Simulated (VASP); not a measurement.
# CdS (P6_3/mmc) in VASP: a series of runs

Aim: see how the results for CdS move with the level of theory and the settings. Levels: PBE, LDA. Tasks: single point.

Everything below comes from runs of VASP 6.6.1. Logs are shortened: lines on timing, memory, paths and dates and some standing lists are left out, and cuts for length are marked.

### 1 The cell of the first run

The structure is hexagonal, space group P6_3/mmc (No. 194). The conventional cell has a = 3.841 Å, b = 3.841 Å, c = 6.445 Å, α = 90.00°, β = 90.00°, γ = 120.00°. Cd (site symmetry -3m) has 6 S at 2.74 Å and 2 Cd at 3.22 Å within 3.6 Å. Within 3.6 Å of S (site symmetry -6m2) lie 6 Cd at 2.74 Å.

### 2 Single point, PBE

Input file INCAR:

```
ALGO     = Normal         # electronic algorithm
EDIFF    = 1E-6           # SCF threshold, eV
ENCUT    = 520            # plane-wave cutoff, eV
GGA      = PE             # functional
ISIF     = 2              # what is computed and relaxed
ISMEAR   = 0              # smearing method
LASPH    = T              # aspherical terms in the spheres
LCHARG   = F              # write CHGCAR
LREAL    = F              # projectors in reciprocal space
LWAVE    = F              # write WAVECAR
NBANDS   = 26             # bands
NELM     = 60             # most SCF steps
PREC     = Accurate       # precision mode
SIGMA    = 0.01           # smearing width, eV
```

Input file KPOINTS:

```
k-points
0
Gamma
  6 6 2
```

Input file POSCAR:

```
CdS
1.0
    3.8410415941      0.0000000000      0.0000000000
   -1.9205207970      3.3264395975      0.0000000000
    0.0000000000      0.0000000000      6.4452705884
Cd S
2 2
Direct
    0.0000000000      0.0000000000      0.0000000000
    0.0000000000      0.0000000000      0.5000000000
    0.3333333333      0.6666666667      0.2500000000
    0.6666666667      0.3333333333      0.7500000000
```

Potentials or basis: VASP PAW PBE potentials, release 64 (Cd, S).

Command:

```sh
cat potpaw_PBE.64/Cd/POTCAR potpaw_PBE.64/S/POTCAR > POTCAR
mpirun -np 1 vasp_std > vasp.out
```

OUTCAR:

```text
EDIFF = 1E-6
   ENCUT = 520
   GGA = PE
   ISIF = 2
   ISMEAR = 0
   LASPH = T
   LREAL = F
   NELM = 60
   PREC = Accurate

 ion  position               nearest neighbor table
   1  0.000  0.000  0.000-   3 2.74   4 2.74   3 2.74   4 2.74   4 2.74   3 2.74   2 3.22   2 3.22

   2  0.000  0.000  0.500-   3 2.74   4 2.74   3 2.74   4 2.74   4 2.74   3 2.74   1 3.22   1 3.22

   3  0.333  0.667  0.250-   1 2.74   2 2.74   1 2.74   2 2.74   1 2.74   2 2.74
   4  0.667  0.333  0.750-   1 2.74   2 2.74   1 2.74   2 2.74   1 2.74   2 2.74

  LATTYP: Found a hexagonal cell.
 ALAT       =     3.8410415941
 C/A-ratio  =     1.6780007273

  Lattice vectors:

 A1 = (   3.8410415941,   0.0000000000,   0.0000000000)
 A2 = (  -1.9205207970,   3.3264395975,   0.0000000000)
 A3 = (   0.0000000000,   0.0000000000,   6.4452705884)

Analysis of symmetry for initial positions (statically):
=====================================================================
 Subroutine PRICEL returns:
 Original cell was already a primitive cell.

 Routine SETGRP: Setting up the symmetry group for a
 hexagonal supercell.

 Subroutine GETGRP returns: Found 24 space group operations
 (whereof 12 operations were pure point group operations)
 out of a pool of 24 trial point group operations.

The static configuration has the point symmetry D_3d.
 The point group associated with its full space group is D_6h.

Analysis of symmetry for dynamics (positions and initial velocities):
=====================================================================
 Subroutine PRICEL returns:
 Original cell was already a primitive cell.

 Routine SETGRP: Setting up the symmetry group for a
 hexagonal supercell.

 Subroutine GETGRP returns: Found 24 space group operations
 (whereof 12 operations were pure point group operations)
 out of a pool of 24 trial point group operations.

The dynamic configuration has the point symmetry D_3d.
 The point group associated with its full space group is D_6h.

 Subroutine INISYM returns: Found 24 space group operations
 (whereof 12 operations are pure point group operations),
 and found     1 'primitive' translations

----------------------------------------------------------------------------------------

                                     Primitive cell

  volume of cell :      82.3512

  direct lattice vectors                    reciprocal lattice vectors
     3.841041594  0.000000000  0.000000000     0.260346048  0.150310861  0.000000000
    -1.920520797  3.326439597  0.000000000     0.000000000  0.300621722  0.000000000
     0.000000000  0.000000000  6.445270588     0.000000000  0.000000000  0.155152524

  length of vectors
     3.841041594  3.841041594  6.445270588     0.300621722  0.300621722  0.155152524

  position of ions in fractional coordinates (direct lattice)
     0.000000000  0.000000000  0.000000000
     0.000000000  0.000000000  0.500000000
     0.333333333  0.666666667  0.250000000
     0.666666667  0.333333333  0.750000000

  ion indices of the primitive-cell ions
   primitive index   ion index
                 1           1
                 2           2
                 3           3
                 4           4

----------------------------------------------------------------------------------------

 KPOINTS: k-points

Automatic generation of k-mesh.
 Grid dimensions read from file:
 generate k-points for:    6    6    2

 Generating k-lattice:

  Cartesian coordinates                     Fractional coordinates (reciprocal lattice)
     0.043391008  0.025051810  0.000000000     0.166666667 -0.000000000  0.000000000
     0.000000000  0.050103620  0.000000000     0.000000000  0.166666667  0.000000000
     0.000000000  0.000000000  0.077576262     0.000000000  0.000000000  0.500000000

  Length of vectors
     0.050103620  0.050103620  0.077576262

  Shift w.r.t. Gamma in fractional coordinates (k-lattice)
     0.000000000  0.000000000  0.000000000

 Subroutine IBZKPT returns following result:
 ===========================================

 Found     14 irreducible k-points:

 Following reciprocal coordinates:
            Coordinates               Weight
  0.000000  0.000000  0.000000      1.000000
  0.166667 -0.000000  0.000000      6.000000
  0.333333  0.000000  0.000000      6.000000
  0.500000 -0.000000  0.000000      3.000000
  0.166667  0.166667  0.000000      6.000000
  0.333333  0.166667  0.000000     12.000000
  0.333333  0.333333  0.000000      2.000000
  0.000000  0.000000  0.500000      1.000000
  0.166667 -0.000000  0.500000      6.000000
  0.333333  0.000000  0.500000      6.000000
  0.500000 -0.000000  0.500000      3.000000
  0.166667  0.166667  0.500000      6.000000
  0.333333  0.166667  0.500000     12.000000
  0.333333  0.333333  0.500000      2.000000
   k-points           NKPTS =     14   k-points in BZ     NKDIM =     14   number of bands    NBANDS=     26
   number of dos      NEDOS =    301   number of ions     NIONS =      4
   total plane-waves  NPLWV =  43200
   dimension x,y,z NGX =    30 NGY =   30 NGZ =   48
   dimension x,y,z NGXF=    60 NGYF=   60 NGZF=   96
   ions per type =               2   2
   NGX,Y,Z   is equivalent  to a cutoff of  12.98, 12.98, 12.38 a.u.
   NGXF,Y,Z  is equivalent  to a cutoff of  25.97, 25.97, 24.76 a.u.
 SYSTEM =  unknown system
   PREC   = accura    normal or accurate (medium, high low for compatibility)
   ISTART =      0    job   : 0-new  1-cont  2-samecut
   ICHARG =      2    charge: 1-file 2-atom 10-const
   ISPIN  =      1    spin polarized calculation?
   LNONCOLLINEAR =      F non collinear calculations
   LSORBIT =      F    spin-orbit coupling
   LASPH  =      T    aspherical Exc in radial PAW
   ENCUT  =  520.0 eV  38.22 Ry    6.18 a.u.   7.14  7.14 11.98*2*pi/ulx,y,z
   NELM   =     60;   NELMIN=  2; NELMDL= -5     # of ELM steps
   EDIFF  = 0.1E-05   stopping-criterion for ELM
   LREAL  =      F    real-space projection
   EDIFFG = 0.1E-04   stopping-criterion for IOM
   NSW    =      0    number of steps for IOM
   IBRION =     -1    ionic relax: 0-MD 1-quasi-New 2-CG
   NFREE  =      0    steps in history (QN), initial steepest desc. (CG)
   ISIF   =      2    stress and relaxation
   ISYM   =      2    0-nonsym 1-usesym 2-fastsym
   POTIM  = 0.5000    time-step for ionic-motion
   TEBEG  =    0.0;   TEEND  =   0.0 temperature during run
   PSTRESS=    0.0 pullay stress
   NELECT =      36.0000    total number of electrons
   NUPDOWN=      -1.0000    fix difference up-down
   EMIN   =  10.00;   EMAX   =-10.00  energy-range for DOS
   EFERMI =   0.00;   METHOD = LEGACY
   ISMEAR =     0;   SIGMA  =   0.01  broadening in eV -4-tet -1-fermi 0-gaus
   EFERMI_NEDOS =   21; number of points for ismear=-14 and -15
   IALGO  =     38    algorithm
   IMIX   =      4    mixing-type and parameters
     AMIX     =   0.40;   BMIX     =  1.00
     AMIX_MAG =   1.60;   BMIX_MAG =  1.00
  volume/ion in A,a.u.               =      20.59       138.93
  Fermi-wavevector in a.u.,A,eV,Ry     =   1.242469  2.347927 21.003727  1.543730
  Thomas-Fermi vector in A             =   2.376823
   LORBIT       =      0    0 simple, 1 ext, 2 COOP (PROOUT), +10 PAW based schemes
   GGA     = PE    functional components
   LHFCALC =     F    Hartree Fock is set to
   AEXX    =    0.0000 exact exchange contribution
   IVDW    =     0    specifies the selected vdW correction
   LEPSILON=     F    determine dielectric tensor
   LRPA    =     F    only Hartree local field effects (RPA)
 non-spin polarized calculation
 Gauss-broadening in eV      SIGMA  =   0.01
  energy-cutoff  :      520.00
  volume of cell :       82.35
 maximum number of plane-waves:      2226
 NGX is ok and might be reduce to    30
   NGX = 15   NGY = 15   NGZ = 23

 number of electron      36.0000009 magnetization

 Free energy of the ion-electron system (eV)
  ---------------------------------------------------
  ext. energy  EPLUGINS =         0.00000000
  ---------------------------------------------------
  free energy    TOTEN  =       -11.56808316 eV

  energy without entropy =      -11.56808316  energy(sigma->0) =      -11.56808316

 E-fermi :   2.9513     XC(G=0): -10.3448

 val. band max:        2.9012885051   @ k =   0.0000   0.0000   0.0000
 cond. band min:       3.5345421730   @ k =   0.0000   0.0000   0.0000
 fundamental gap:      0.6332536679
 Fermi energy:         2.9513452848

 k-point     1 :       0.0000    0.0000    0.0000
  band No.  band energies     occupation
      1      -9.9270      2.00000
      2      -8.8536      2.00000
      3      -5.1955      2.00000
      4      -5.1387      2.00000
      5      -5.1387      2.00000
      6      -4.8364      2.00000
[... 18 lines left out ...]
     25      12.0002      0.00000
     26      12.0002      0.00000

 k-point     2 :       0.1667   -0.0000    0.0000
  band No.  band energies     occupation
      1      -9.7174      2.00000
      2      -8.8709      2.00000
      3      -5.1844      2.00000
      4      -5.1272      2.00000
      5      -4.9192      2.00000
      6      -4.8701      2.00000
[... 18 lines left out ...]
     25      10.9327      0.00000
     26      11.2518      0.00000

 k-point     3 :       0.3333    0.0000    0.0000
  band No.  band energies     occupation
      1      -9.2424      2.00000
      2      -8.8786      2.00000
      3      -5.1954      2.00000
      4      -5.1451      2.00000
      5      -5.0202      2.00000
      6      -4.9599      2.00000
[... 282 lines left out ...]
 k-point    13 :       0.3333    0.1667    0.5000
  band No.  band energies     occupation
      1      -8.9182      2.00000
      2      -8.9182      2.00000
      3      -5.0072      2.00000
      4      -5.0072      2.00000
      5      -4.8617      2.00000
      6      -4.8617      2.00000
[... 18 lines left out ...]
     25      11.8782      0.00000
     26      11.8782      0.00000

 k-point    14 :       0.3333    0.3333    0.5000
  band No.  band energies     occupation
      1      -8.8492      2.00000
      2      -8.8492      2.00000
      3      -5.0790      2.00000
      4      -5.0790      2.00000
      5      -4.7901      2.00000
      6      -4.7901      2.00000
[... 18 lines left out ...]
     25      11.6050      0.00000
     26      11.6050      0.00000

------------------------ aborting loop because EDIFF is reached ----------------------------------------

  FORCE on cell =-STRESS in cart. coord.  units (eV):
  Direction    XX          YY          ZZ          XY          YZ          ZX
  --------------------------------------------------------------------------------------
  -------------------------------------------------------------------------------------
  Total        1.1426816      1.1426816      1.0556810      0.0000000      0.0000000      0.0000000
  in kB       22.2313596     22.2313596     20.5387246      0.0000000      0.0000000      0.0000000
  external PRESSURE =      21.6671479 kB  Pullay stress =       0.0000000 kB

 VOLUME and BASIS-vectors are now :
 -----------------------------------------------------------------------------
  energy-cutoff  :      520.00
  volume of cell :       82.35
      direct lattice vectors                 reciprocal lattice vectors
     3.841041594  0.000000000  0.000000000     0.260346048  0.150310861  0.000000000
    -1.920520797  3.326439597  0.000000000     0.000000000  0.300621722  0.000000000
     0.000000000  0.000000000  6.445270588     0.000000000  0.000000000  0.155152524

 POSITION                                       TOTAL-FORCE (eV/Angst)
 -----------------------------------------------------------------------------------
      0.00000      0.00000      0.00000        -0.000000     -0.000000      0.000000
      0.00000      0.00000      3.22264        -0.000000     -0.000000      0.000000
     -0.00000      2.21763      1.61132         0.000000      0.000000     -0.000000
      1.92052      1.10881      4.83395        -0.000000     -0.000000      0.000000
 -----------------------------------------------------------------------------------
    total drift:                               -0.000000      0.000000     -0.000000

  FREE ENERGIE OF THE ION-ELECTRON SYSTEM (eV)
  ---------------------------------------------------
  free  energy   TOTEN  =       -11.5680831633 eV

  energy  without entropy=      -11.5680831633  energy(sigma->0) =      -11.56808316
```

Wall time 20 s (1 thread of Intel Xeon Platinum 8375C at 2.90GHz (Ice Lake), shared host); peak memory 0.19 GiB.

Results:

```
Free energy            : -11.5681 eV
Pressure               : 2.2 GPa
Band gap on the k mesh : 0.63 eV, direct
```

Caveat: the k points lie up to 0.49 Å⁻¹ apart. A k mesh can miss the band edges.

[end of part 1 of 2]
